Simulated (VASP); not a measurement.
# SrSiH6 (P1) in VASP: single point with PBEsol

Aim: the single point of SrSiH6 with PBEsol.

Program: VASP 6.6.1. These are calculated values, not measurements. Logs are shortened: lines on timing, memory, paths and dates and some standing lists are left out, and cuts for length are marked.

**1. The cell of the first run**

The typed cell holds 8 atoms: a = 4.157 Å, b = 4.083 Å, c = 5.743 Å, α = 78.27°, β = 89.58°, γ = 59.80°.

**2. Single point, PBEsol**

INCAR

```
PREC     = Accurate       # precision mode
ENCUT    = 520            # plane-wave cutoff, eV
EDIFF    = 1E-6           # SCF threshold, eV
ISMEAR   = -1             # smearing method
SIGMA    = 0.05           # smearing width, eV
LREAL    = F              # projectors in reciprocal space
LASPH    = T              # aspherical terms in the spheres
NELM     = 60             # most SCF steps
ALGO     = Normal         # electronic algorithm
ISIF     = 2              # what is computed and relaxed
LWAVE    = F              # write WAVECAR
LCHARG   = F              # write CHGCAR
GGA      = PS             # functional
NBANDS   = 20             # bands
```

KPOINTS

```
regular mesh
0
Gamma
  6 6 4
```

POSCAR

```
SrSiH6
1.0
    4.0127677511      1.0833283553     -0.0457771501
    1.0733839685      3.9196861548      0.3920211565
   -0.0710123246      0.6646306150      5.7038544684
Sr H Si
1 6 1
Direct
    0.4114861563      0.4112202904      0.4719780275
    0.7298178975      0.3702479508      0.0724891463
    0.0775240573      0.0747805870      0.4998467867
    0.1227956583      0.7029319155      0.0155837346
    0.4025440371      0.1471351339      0.9020026143
    0.6841134691     -0.1859841571      0.2674797373
   -0.2169607670      0.6796909395      0.7153701243
   -0.2578497917     -0.2590056207     -0.0101495137
```

Potentials or basis: VASP PAW PBE potentials, release 64 (Sr_sv, H, Si).

Command:

```
> cat potpaw_PBE.64/Sr_sv/POTCAR potpaw_PBE.64/H/POTCAR potpaw_PBE.64/Si/POTCAR > POTCAR
> mpirun -np 1 vasp_std > vasp.out
```

OUTCAR:

```text
PREC = Accurate
   ENCUT = 520
   EDIFF = 1E-6
   ISMEAR = -1
   LREAL = F
   LASPH = T
   NELM = 60
   ISIF = 2
   GGA = PS

 ion  position               nearest neighbor table
   1  0.411  0.411  0.472-   3 2.38   3 2.38   3 2.38   5 2.49   6 2.54   2 2.63   7 2.64   6 2.64
                             4 2.66   6 2.74   7 2.77   7 2.81   8 3.35   8 3.41   8 3.47   8 4.01
   2  0.730  0.370  0.072-   8 1.52   1 2.63
   3  0.078  0.075  0.500-   1 2.38   1 2.38   1 2.38
   4  0.123  0.703  0.016-   8 1.52   1 2.66
   5  0.403  0.147  0.902-   8 1.52   1 2.49
   6  0.684  0.814  0.267-   8 1.67   1 2.54   1 2.64   1 2.74
   7  0.783  0.680  0.715-   8 1.64   1 2.64   1 2.77   1 2.81
   8  0.742  0.741  0.990-   4 1.52   2 1.52   5 1.52   7 1.64   6 1.67   1 3.35   1 3.41   1 3.47
                             1 4.01   1 4.02   1 4.04

  LATTYP: Found a triclinic cell.
 ALAT       =     4.0828633682
 B/A-ratio  =     1.0180799850
 C/A-ratio  =     1.4065827961
 COS(alpha) =     0.0072870222
 COS(beta)  =     0.2032186186
 COS(gamma) =     0.5029474027

  Lattice vectors:

 A1 = (  -1.0733839685,  -3.9196861548,  -0.3920211565)
 A2 = (  -4.0127677511,  -1.0833283553,   0.0457771501)
 A3 = (   0.0710123246,  -0.6646306150,  -5.7038544684)

Analysis of symmetry for initial positions (statically):
=====================================================================
 Subroutine PRICEL returns:
 Original cell was already a primitive cell.

 Routine SETGRP: Setting up the symmetry group for a
 triclinic supercell.

 Subroutine GETGRP returns: Found  1 space group operations
 (whereof  1 operations were pure point group operations)
 out of a pool of  2 trial point group operations.

The static configuration has the point symmetry C_1 .

Analysis of symmetry for dynamics (positions and initial velocities):
=====================================================================
 Subroutine PRICEL returns:
 Original cell was already a primitive cell.

 Routine SETGRP: Setting up the symmetry group for a
 triclinic supercell.

 Subroutine GETGRP returns: Found  1 space group operations
 (whereof  1 operations were pure point group operations)
 out of a pool of  2 trial point group operations.

The dynamic configuration has the point symmetry C_1 .

 Subroutine INISYM returns: Found  1 space group operations
 (whereof  1 operations are pure point group operations),
 and found     1 'primitive' translations

----------------------------------------------------------------------------------------

                                     Primitive cell

  volume of cell :      81.9611

  direct lattice vectors                    reciprocal lattice vectors
     4.012767751  1.083328355 -0.045777150     0.269600862 -0.075038865  0.012100258
     1.073383968  3.919686155  0.392021157    -0.075762476  0.279217898 -0.033478560
    -0.071012325  0.664630615  5.703854468     0.007370814 -0.019792649  0.177718107

  length of vectors
     4.156681477  4.082863368  5.742885372     0.280110465  0.291244573  0.178968722

  position of ions in fractional coordinates (direct lattice)
     0.411486156  0.411220290  0.471978028
     0.729817897  0.370247951  0.072489146
     0.077524057  0.074780587  0.499846787
     0.122795658  0.702931916  0.015583735
     0.402544037  0.147135134  0.902002614
     0.684113469  0.814015843  0.267479737
     0.783039233  0.679690939  0.715370124
     0.742150208  0.740994379  0.989850486

  ion indices of the primitive-cell ions
   primitive index   ion index
                 1           1
                 2           2
                 3           3
                 4           4
                 5           5
                 6           6
                 7           7
                 8           8

----------------------------------------------------------------------------------------

 KPOINTS: regular mesh

Automatic generation of k-mesh.
 Grid dimensions read from file:
 generate k-points for:    6    6    4

 Generating k-lattice:

  Cartesian coordinates                     Fractional coordinates (reciprocal lattice)
     0.044933477 -0.012506478  0.002016710     0.166666667 -0.000000000  0.000000000
    -0.012627079  0.046536316 -0.005579760    -0.000000000  0.166666667 -0.000000000
     0.001842704 -0.004948162  0.044429527    -0.000000000  0.000000000  0.250000000

  Length of vectors
     0.046685077  0.048540762  0.044742180

  Shift w.r.t. Gamma in fractional coordinates (k-lattice)
     0.000000000  0.000000000  0.000000000

 Subroutine IBZKPT returns following result:
 ===========================================

 Found     76 irreducible k-points:

 Following reciprocal coordinates:
            Coordinates               Weight
  0.000000  0.000000  0.000000      1.000000
  0.166667 -0.000000  0.000000      2.000000
  0.333333  0.000000  0.000000      2.000000
  0.500000 -0.000000  0.000000      1.000000
 -0.000000  0.166667  0.000000      2.000000
  0.166667  0.166667 -0.000000      2.000000
[... 16 lines left out ...]
  0.333333 -0.000000  0.250000      2.000000
  0.500000  0.000000  0.250000      2.000000
 [... further k-points ...]
   k-points           NKPTS =     76   k-points in BZ     NKDIM =     76   number of bands    NBANDS=     20
   number of dos      NEDOS =    301   number of ions     NIONS =      8
   total plane-waves  NPLWV =  46080
   dimension x,y,z NGX =    32 NGY =   30 NGZ =   48
   dimension x,y,z NGXF=    64 NGYF=   60 NGZF=   96
   ions per type =               1   6   1
   NGX,Y,Z   is equivalent  to a cutoff of  12.80, 12.22, 13.90 a.u.
   NGXF,Y,Z  is equivalent  to a cutoff of  25.60, 24.43, 27.79 a.u.
 SYSTEM =  unknown system
   PREC   = accura    normal or accurate (medium, high low for compatibility)
   ISTART =      0    job   : 0-new  1-cont  2-samecut
   ICHARG =      2    charge: 1-file 2-atom 10-const
   ISPIN  =      1    spin polarized calculation?
   LNONCOLLINEAR =      F non collinear calculations
   LSORBIT =      F    spin-orbit coupling
   LASPH  =      T    aspherical Exc in radial PAW
   ENCUT  =  520.0 eV  38.22 Ry    6.18 a.u.   7.73  7.59 10.68*2*pi/ulx,y,z
   NELM   =     60;   NELMIN=  2; NELMDL= -5     # of ELM steps
   EDIFF  = 0.1E-05   stopping-criterion for ELM
   LREAL  =      F    real-space projection
[... 7 lines left out ...]
   TEBEG  =    0.0;   TEEND  =   0.0 temperature during run
   PSTRESS=    0.0 pullay stress
   NELECT =      20.0000    total number of electrons
   NUPDOWN=      -1.0000    fix difference up-down
   EMIN   =  10.00;   EMAX   =-10.00  energy-range for DOS
   EFERMI =   0.00;   METHOD = LEGACY
   ISMEAR =    -1;   SIGMA  =   0.05  broadening in eV -4-tet -1-fermi 0-gaus
   EFERMI_NEDOS =   21; number of points for ismear=-14 and -15
   IALGO  =     38    algorithm
   IMIX   =      4    mixing-type and parameters
     AMIX     =   0.40;   BMIX     =  1.00
     AMIX_MAG =   1.60;   BMIX_MAG =  1.00
  volume/ion in A,a.u.               =      10.25        69.14
  Fermi-wavevector in a.u.,A,eV,Ry     =   1.023016  1.933219 14.239330  1.046561
  Thomas-Fermi vector in A             =   2.156726
   LORBIT       =      0    0 simple, 1 ext, 2 COOP (PROOUT), +10 PAW based schemes
   GGA     = PS    functional components
   LHFCALC =     F    Hartree Fock is set to
   AEXX    =    0.0000 exact exchange contribution
   IVDW    =     0    specifies the selected vdW correction
   LEPSILON=     F    determine dielectric tensor
   LRPA    =     F    only Hartree local field effects (RPA)
 non-spin polarized calculation
  energy-cutoff  :      520.00
  volume of cell :       81.96
 maximum number of plane-waves:      2225
   NGX = 15   NGY = 15   NGZ = 21

 number of electron      20.0000000 magnetization

 Free energy of the ion-electron system (eV)
  ---------------------------------------------------
  ext. energy  EPLUGINS =         0.00000000
  ---------------------------------------------------
  free energy    TOTEN  =       -28.57456148 eV

  energy without entropy =      -28.57456148  energy(sigma->0) =      -28.57456148

 E-fermi :   2.3296     XC(G=0):  -8.9921

 val. band max:        1.3365675777   @ k =   0.0000   0.0000   0.0000
 cond. band min:       3.6748306667   @ k =   0.0000   0.5000   0.2500
 fundamental gap:      2.3382630890
 Fermi energy:         2.3295801706

 k-point     1 :       0.0000    0.0000    0.0000
  band No.  band energies     occupation
      1     -32.5171      2.00000
      2     -14.7851      2.00000
      3     -14.4026      2.00000
      4     -14.3909      2.00000
      5      -8.9265      2.00000
      6      -2.9705      2.00000
[... 12 lines left out ...]
     19       9.8062      0.00000
     20      10.1363      0.00000

 k-point     2 :       0.1667   -0.0000    0.0000
  band No.  band energies     occupation
      1     -32.5125      2.00000
      2     -14.7725      2.00000
      3     -14.4834      2.00000
      4     -14.4058      2.00000
      5      -8.6817      2.00000
      6      -2.9601      2.00000
[... 12 lines left out ...]
     19       9.4924      0.00000
     20      10.7877      0.00000

 k-point     3 :       0.3333    0.0000    0.0000
  band No.  band energies     occupation
      1     -32.5034      2.00000
      2     -14.7479      2.00000
      3     -14.6380      2.00000
      4     -14.4341      2.00000
      5      -8.0606      2.00000
      6      -3.8242      2.00000
[... 12 lines left out ...]
     19      10.2116      0.00000
     20      10.9223      0.00000

 k-point     4 :       0.5000   -0.0000    0.0000
  band No.  band energies     occupation
      1     -32.4989      2.00000
      2     -14.7396      2.00000
      3     -14.7079      2.00000
      4     -14.4480      2.00000
      5      -7.6074      2.00000
      6      -4.6121      2.00000
[... 429 lines left out ...]
 k-point    23 :       0.3333   -0.0000    0.2500
  band No.  band energies     occupation
      1     -32.5034      2.00000
      2     -14.7624      2.00000
      3     -14.6353      2.00000
      4     -14.4342      2.00000
      5      -7.9618      2.00000
      6      -3.7768      2.00000
[... 12 lines left out ...]
     19      10.1751      0.00000
     20      10.6020      0.00000

 k-point    24 :       0.5000    0.0000    0.2500
  band No.  band energies     occupation
      1     -32.4988      2.00000
      2     -14.7439      2.00000
      3     -14.7081      2.00000
      4     -14.4483      2.00000
      5      -7.5927      2.00000
      6      -4.5196      2.00000
[... 12 lines left out ...]
     19       9.9474      0.00000
     20      10.9284      0.00000

 [... further k-points ...]

------------------------ aborting loop because EDIFF is reached ----------------------------------------

  FORCE on cell =-STRESS in cart. coord.  units (eV):
  Direction    XX          YY          ZZ          XY          YZ          ZX
  --------------------------------------------------------------------------------------
  -------------------------------------------------------------------------------------
  Total        0.0083248      0.0017324      0.0063119      0.0062248     -0.0046376     -0.0056381
  in kB        0.1627343      0.0338650      0.1233843      0.1216832     -0.0906559     -0.1102139
  external PRESSURE =       0.1066612 kB  Pullay stress =       0.0000000 kB

 VOLUME and BASIS-vectors are now :
 -----------------------------------------------------------------------------
  energy-cutoff  :      520.00
  volume of cell :       81.96
      direct lattice vectors                 reciprocal lattice vectors
     4.012767751  1.083328355 -0.045777150     0.269600862 -0.075038865  0.012100258
     1.073383968  3.919686155  0.392021157    -0.075762476  0.279217898 -0.033478560
    -0.071012325  0.664630615  5.703854468     0.007370814 -0.019792649  0.177718107

 POSITION                                       TOTAL-FORCE (eV/Angst)
 -----------------------------------------------------------------------------------
      2.05908      2.37132      2.83446        -0.001995      0.002821      0.002228
      3.32086      2.29007      0.52520         0.001041      0.000521     -0.003915
      0.35586      0.70931      2.87682        -0.000108      0.000165      0.001548
      1.24616      2.89866      0.35883        -0.000614      0.000164     -0.001737
      1.70919      1.61231      5.18414        -0.000440     -0.002108      0.004100
      3.59995      4.10958      1.81346         0.000214      0.001411     -0.004970
      3.82092      3.98792      4.31098        -0.000397     -0.003177      0.002823
      3.70316      4.36634      5.90248         0.002299      0.000204     -0.000077
 -----------------------------------------------------------------------------------
    total drift:                                0.000050     -0.000107     -0.000110

  FREE ENERGIE OF THE ION-ELECTRON SYSTEM (eV)
  ---------------------------------------------------
  free  energy   TOTEN  =       -28.5745614806 eV

  energy  without entropy=      -28.5745614805  energy(sigma->0) =      -28.57456148
```

Run time: 2.7 min. Hardware: 1 thread of Oxide Virtual Turin-like, shared host; peak memory 0.24 GiB.

What came out:

```
Free energy            : -28.5746 eV
Pressure               : 0.0 GPa
Largest force          : 0.005 eV/Å
Band gap on the k mesh : 2.34 eV (least direct gap 2.89 eV)
```

Forces on the atoms (eV/Å):
```
Sr  -0.002  0.003  0.002
H    0.001  0.001 -0.004
H    0.000  0.000  0.002
H   -0.001  0.000 -0.002
H    0.000 -0.002  0.004
H    0.000  0.001 -0.005
H    0.000 -0.003  0.003
Si   0.002  0.000  0.000
```

Caveat: the PAW data sets were made with another functional, which shifts forces and pressure a little. A k mesh can miss the band edges.
